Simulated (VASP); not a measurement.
# FeSi (P2_13) in VASP: relaxation of the atoms with PBE

Aim: the relaxation of the atoms of FeSi with PBE.

Everything below comes from runs of VASP 6.6.1. Logs are shortened: lines on timing, memory, paths and dates and some standing lists are left out, and cuts for length are marked.

**1. The cell of the first run**

The structure is cubic, space group P2_13 (No. 198). Conventional cell: a = 4.310 Å, b = 4.310 Å, c = 4.310 Å, α = 90.00°, β = 90.00°, γ = 90.00°. Fe (site symmetry 3) has 7 Si at 2.21 to 2.41 Å and 6 Fe at 2.64 Å within 2.9 Å. Si (site symmetry 3) has 7 Fe at 2.21 to 2.41 Å and 6 Si at 2.67 Å within 2.9 Å.

**2. Relaxation of the atoms, PBE (10.01 Å³/atom)**

Input file INCAR:

```
PREC = Accurate
ENCUT = 520
EDIFF = 1E-6
ISMEAR = 0
SIGMA = 0.01
LREAL = False
LASPH = True
NELM = 80
ALGO = Normal
ISIF = 2
LWAVE = False
LCHARG = False
GGA = PE
IBRION = 2
NSW = 50
EDIFFG = -0.01
```

Input file KPOINTS:

```
Automatic mesh
0
Gamma
  8 8 8
```

Input file POSCAR:

```
FeSi
1.0
    4.3101064086      0.0000000000      0.0000000000
    0.0000000000      4.3101064086      0.0000000000
    0.0000000000      0.0000000000      4.3101064086
Fe Si
4 4
Direct
    0.1385397565      0.1385397565      0.1385397565
    0.3614602435      0.8614602435      0.6385397565
    0.6385397565      0.3614602435      0.8614602435
    0.8614602435      0.6385397565      0.3614602435
    0.8418717774      0.8418717774      0.8418717774
    0.6581282226      0.1581282226      0.3418717774
    0.3418717774      0.6581282226      0.1581282226
    0.1581282226      0.3418717774      0.6581282226
```

Potentials or basis: VASP PAW PBE potentials, release 64 (Fe, Si).

Launch:

```
cat potpaw_PBE.64/Fe/POTCAR potpaw_PBE.64/Si/POTCAR > POTCAR
mpirun -np 1 vasp_std > vasp.out
```

OUTCAR:

```text
PREC = Accurate
   ENCUT = 520
   EDIFF = 1E-6
   ISMEAR = 0
   LREAL = False
   LASPH = True
   NELM = 80
   ISIF = 2
   GGA = PE
   IBRION = 2
   NSW = 50
   EDIFFG = -0.01

 ion  position               nearest neighbor table
   1  0.139  0.139  0.139-   5 2.21   6 2.25   7 2.25   8 2.25   7 2.41   8 2.41   6 2.41   3 2.64
                             4 2.64   2 2.64   2 2.64   4 2.64   3 2.64
   2  0.361  0.861  0.639-   6 2.21   5 2.25   7 2.25   8 2.25   7 2.41   8 2.41   5 2.41   1 2.64
                             1 2.64   3 2.64   3 2.64   4 2.64   4 2.64
   3  0.639  0.361  0.861-   7 2.21   6 2.25   5 2.25   8 2.25   8 2.41   6 2.41   5 2.41   1 2.64
                             4 2.64   2 2.64   2 2.64   4 2.64   1 2.64
   4  0.861  0.639  0.361-   8 2.21   6 2.25   7 2.25   5 2.25   6 2.41   5 2.41   7 2.41   1 2.64
                             3 2.64   2 2.64   1 2.64   2 2.64   3 2.64
   5  0.842  0.842  0.842-   1 2.21   2 2.25   3 2.25   4 2.25   3 2.41   4 2.41   2 2.41   6 2.67
                             7 2.67   8 2.67   6 2.67   8 2.67   7 2.67
   6  0.658  0.158  0.342-   2 2.21   1 2.25   3 2.25   4 2.25   3 2.41   4 2.41   1 2.41   8 2.67
                             5 2.67   5 2.67   7 2.67   7 2.67   8 2.67
   7  0.342  0.658  0.158-   3 2.21   2 2.25   1 2.25   4 2.25   4 2.41   2 2.41   1 2.41   8 2.67
                             5 2.67   8 2.67   6 2.67   6 2.67   5 2.67
   8  0.158  0.342  0.658-   4 2.21   2 2.25   3 2.25   1 2.25   2 2.41   1 2.41   3 2.41   7 2.67
                             5 2.67   7 2.67   5 2.67   6 2.67   6 2.67

  LATTYP: Found a simple cubic cell.
 ALAT       =     4.3101064086

  Lattice vectors:

 A1 = (   4.3101064086,   0.0000000000,   0.0000000000)
 A2 = (   0.0000000000,   4.3101064086,   0.0000000000)
 A3 = (   0.0000000000,   0.0000000000,   4.3101064086)

Analysis of symmetry for initial positions (statically):
=====================================================================
 Subroutine PRICEL returns:
 Original cell was already a primitive cell.

 Routine SETGRP: Setting up the symmetry group for a
 simple cubic supercell.

 Subroutine GETGRP returns: Found 12 space group operations
 (whereof  3 operations were pure point group operations)
 out of a pool of 48 trial point group operations.

The static configuration has the point symmetry C_3 .
 The point group associated with its full space group is T   .

Analysis of symmetry for dynamics (positions and initial velocities):
=====================================================================
 Subroutine PRICEL returns:
 Original cell was already a primitive cell.

 Routine SETGRP: Setting up the symmetry group for a
 simple cubic supercell.

 Subroutine GETGRP returns: Found 12 space group operations
 (whereof  3 operations were pure point group operations)
 out of a pool of 48 trial point group operations.

The dynamic configuration has the point symmetry C_3 .
 The point group associated with its full space group is T   .

 Subroutine INISYM returns: Found 12 space group operations
 (whereof  3 operations are pure point group operations),
 and found     1 'primitive' translations

----------------------------------------------------------------------------------------

                                     Primitive cell

  volume of cell :      80.0689

  direct lattice vectors                    reciprocal lattice vectors
     4.310106409  0.000000000  0.000000000     0.232012833  0.000000000  0.000000000
     0.000000000  4.310106409  0.000000000     0.000000000  0.232012833  0.000000000
     0.000000000  0.000000000  4.310106409     0.000000000  0.000000000  0.232012833

  length of vectors
     4.310106409  4.310106409  4.310106409     0.232012833  0.232012833  0.232012833

  position of ions in fractional coordinates (direct lattice)
     0.138539757  0.138539757  0.138539757
     0.361460243  0.861460243  0.638539757
     0.638539757  0.361460243  0.861460243
     0.861460243  0.638539757  0.361460243
     0.841871777  0.841871777  0.841871777
     0.658128223  0.158128223  0.341871777
     0.341871777  0.658128223  0.158128223
     0.158128223  0.341871777  0.658128223

  ion indices of the primitive-cell ions
   primitive index   ion index
                 1           1
                 2           2
                 3           3
                 4           4
                 5           5
                 6           6
                 7           7
                 8           8

----------------------------------------------------------------------------------------

 KPOINTS: Automatic mesh

Automatic generation of k-mesh.
 Grid dimensions read from file:
 generate k-points for:    8    8    8

 Generating k-lattice:

  Cartesian coordinates                     Fractional coordinates (reciprocal lattice)
     0.029001604  0.000000000  0.000000000     0.125000000  0.000000000  0.000000000
     0.000000000  0.029001604  0.000000000     0.000000000  0.125000000  0.000000000
     0.000000000  0.000000000  0.029001604     0.000000000  0.000000000  0.125000000

  Length of vectors
     0.029001604  0.029001604  0.029001604

  Shift w.r.t. Gamma in fractional coordinates (k-lattice)
     0.000000000  0.000000000  0.000000000

 Subroutine IBZKPT returns following result:
 ===========================================

 Found     45 irreducible k-points:

 Following reciprocal coordinates:
            Coordinates               Weight
  0.000000  0.000000  0.000000      1.000000
  0.125000  0.000000  0.000000      6.000000
  0.250000  0.000000  0.000000      6.000000
  0.375000  0.000000  0.000000      6.000000
  0.500000  0.000000  0.000000      3.000000
  0.125000  0.125000  0.000000     12.000000
[... 16 lines left out ...]
  0.250000  0.125000  0.125000     24.000000
  0.375000  0.125000  0.125000     24.000000
 [... further k-points ...]
   k-points           NKPTS =     45   k-points in BZ     NKDIM =     45   number of bands    NBANDS=     29
   number of dos      NEDOS =    301   number of ions     NIONS =      8
   total plane-waves  NPLWV =  32768
   dimension x,y,z NGX =    32 NGY =   32 NGZ =   32
   dimension x,y,z NGXF=    64 NGYF=   64 NGZF=   64
   ions per type =               4   4
   NGX,Y,Z   is equivalent  to a cutoff of  12.34, 12.34, 12.34 a.u.
   NGXF,Y,Z  is equivalent  to a cutoff of  24.69, 24.69, 24.69 a.u.
 SYSTEM =  unknown system
   PREC   = accura    normal or accurate (medium, high low for compatibility)
   ISTART =      0    job   : 0-new  1-cont  2-samecut
   ICHARG =      2    charge: 1-file 2-atom 10-const
   ISPIN  =      1    spin polarized calculation?
   LNONCOLLINEAR =      F non collinear calculations
   LSORBIT =      F    spin-orbit coupling
   LASPH  =      T    aspherical Exc in radial PAW
   ENCUT  =  520.0 eV  38.22 Ry    6.18 a.u.   8.01  8.01  8.01*2*pi/ulx,y,z
   NELM   =     80;   NELMIN=  2; NELMDL= -5     # of ELM steps
   EDIFF  = 0.1E-05   stopping-criterion for ELM
   LREAL  =      F    real-space projection
   EDIFFG = -.1E-01   stopping-criterion for IOM
   NSW    =     50    number of steps for IOM
   IBRION =      2    ionic relax: 0-MD 1-quasi-New 2-CG
   NFREE  =      1    steps in history (QN), initial steepest desc. (CG)
   ISIF   =      2    stress and relaxation
   ISYM   =      2    0-nonsym 1-usesym 2-fastsym
   POTIM  = 0.5000    time-step for ionic-motion
   TEBEG  =    0.0;   TEEND  =   0.0 temperature during run
   PSTRESS=    0.0 pullay stress
   NELECT =      48.0000    total number of electrons
   NUPDOWN=      -1.0000    fix difference up-down
   EMIN   =  10.00;   EMAX   =-10.00  energy-range for DOS
   EFERMI =   0.00;   METHOD = LEGACY
   ISMEAR =     0;   SIGMA  =   0.01  broadening in eV -4-tet -1-fermi 0-gaus
   EFERMI_NEDOS =   21; number of points for ismear=-14 and -15
   IALGO  =     38    algorithm
   IMIX   =      4    mixing-type and parameters
     AMIX     =   0.40;   BMIX     =  1.00
     AMIX_MAG =   1.60;   BMIX_MAG =  1.00
  volume/ion in A,a.u.               =      10.01        67.54
  Fermi-wavevector in a.u.,A,eV,Ry     =   1.380386  2.608552 25.925437  1.905466
  Thomas-Fermi vector in A             =   2.505268
   LORBIT       =      0    0 simple, 1 ext, 2 COOP (PROOUT), +10 PAW based schemes
   GGA     = PE    functional components
   LHFCALC =     F    Hartree Fock is set to
   AEXX    =    0.0000 exact exchange contribution
   IVDW    =     0    specifies the selected vdW correction
   LEPSILON=     F    determine dielectric tensor
   LRPA    =     F    only Hartree local field effects (RPA)
 conjugate gradient relaxation of ions
 non-spin polarized calculation
 Gauss-broadening in eV      SIGMA  =   0.01
  energy-cutoff  :      520.00
  volume of cell :       80.07
 maximum number of plane-waves:      2192
   NGX = 17   NGY = 17   NGZ = 17

--------------------------------------- Ionic step        1  -------------------------------------------

 number of electron      48.0000014 magnetization

 Free energy of the ion-electron system (eV)
  ---------------------------------------------------
  ext. energy  EPLUGINS =         0.00000000
  ---------------------------------------------------
  free energy    TOTEN  =       -58.18792174 eV

  energy without entropy =      -58.18792174  energy(sigma->0) =      -58.18792174

------------------------ aborting loop because EDIFF is reached ----------------------------------------

  FORCE on cell =-STRESS in cart. coord.  units (eV):
  Direction    XX          YY          ZZ          XY          YZ          ZX
  --------------------------------------------------------------------------------------
  -------------------------------------------------------------------------------------
  Total       13.1646559     13.1646559     13.1646559      0.0000000      0.0000000      0.0000000
  in kB      263.4244716    263.4244716    263.4244716      0.0000000      0.0000000      0.0000000
  external PRESSURE =     263.4244716 kB  Pullay stress =       0.0000000 kB
[... 69 lines left out ...]
  energy  without entropy=      -58.1917013519  energy(sigma->0) =      -58.19170135

--------------------------------------- Ionic step        3  -------------------------------------------

 number of electron      48.0000019 magnetization

 Free energy of the ion-electron system (eV)
  ---------------------------------------------------
  ext. energy  EPLUGINS =         0.00000000
  ---------------------------------------------------
  free energy    TOTEN  =       -58.19187316 eV

  energy without entropy =      -58.19187316  energy(sigma->0) =      -58.19187316

 E-fermi :  11.0475     XC(G=0): -13.2786

 val. band max:       11.0030069256   @ k =  -0.1250   0.3750   0.0000
 cond. band min:      11.1562043238   @ k =   0.3750   0.1250   0.1250
 fundamental gap:      0.1531973982
 Fermi energy:        11.0474673085

 k-point     1 :       0.0000    0.0000    0.0000
  band No.  band energies     occupation
      1      -3.0187      2.00000
      2       2.6531      2.00000
      3       2.6531      2.00000
      4       2.6531      2.00000
      5       5.5361      2.00000
      6       5.5361      2.00000
[... 757 lines left out ...]
     28      13.4857      0.00000
     29      13.8119      0.00000

 [... further k-points ...]

------------------------ aborting loop because EDIFF is reached ----------------------------------------

  FORCE on cell =-STRESS in cart. coord.  units (eV):
  Direction    XX          YY          ZZ          XY          YZ          ZX
  --------------------------------------------------------------------------------------
  -------------------------------------------------------------------------------------
  Total       12.9980494     12.9980494     12.9980494      0.0000000      0.0000000      0.0000000
  in kB      260.0906798    260.0906798    260.0906798      0.0000000      0.0000000      0.0000000
  external PRESSURE =     260.0906798 kB  Pullay stress =       0.0000000 kB
[... 23 lines left out ...]
  FREE ENERGIE OF THE ION-ELECTRON SYSTEM (eV)
  ---------------------------------------------------
  free  energy   TOTEN  =       -58.1918731572 eV

  energy  without entropy=      -58.1918731572  energy(sigma->0) =      -58.19187316

 reached required accuracy - stopping structural energy minimisation
```

Wall time 4 min (1 thread of Oxide Virtual Turin-like, shared host); peak memory 0.2 GiB.

What came out:

| Property | Result |
| --- | --- |
| Free energy | -58.1919 eV |
| Energy gained by relaxing | 0.5 meV/atom |
| Ionic steps | 3 |
| Pressure after relaxing | 26.0 GPa |
| Band gap on the k mesh | 0.15 eV (least direct gap 0.17 eV) |

Forces in eV/Å, atoms in the order of the input:
```
Fe   0.000  0.000  0.000
Fe   0.000  0.000  0.000
Fe   0.000  0.000  0.000
Fe   0.000  0.000  0.000
Si   0.001  0.001  0.001
Si  -0.001 -0.001  0.001
Si   0.001 -0.001 -0.001
Si  -0.001  0.001 -0.001
```

The path:
```csv
step,energy change (eV),largest force (eV/Å),pressure (GPa)
1,0.0000,0.1703,26.34
2,-0.0038,0.0347,26.03
3,-0.0040,0.0020,26.01
```

Final structure:
```yaml
crystal:
  lattice:
    - [4.31011, 0.00000, 0.00000]
    - [0.00000, 4.31011, 0.00000]
    - [0.00000, 0.00000, 4.31011]
  atoms:
    - { symbol: Fe, position: [0.13993, 0.13993, 0.13993] }
    - { symbol: Fe, position: [0.36007, 0.86007, 0.63993] }
    - { symbol: Fe, position: [0.63993, 0.36007, 0.86007] }
    - { symbol: Fe, position: [0.86007, 0.63993, 0.36007] }
    - { symbol: Si, position: [0.84235, 0.84235, 0.84235] }
    - { symbol: Si, position: [0.65765, 0.15765, 0.34235] }
    - { symbol: Si, position: [0.34235, 0.65765, 0.15765] }
    - { symbol: Si, position: [0.15765, 0.34235, 0.65765] }
```
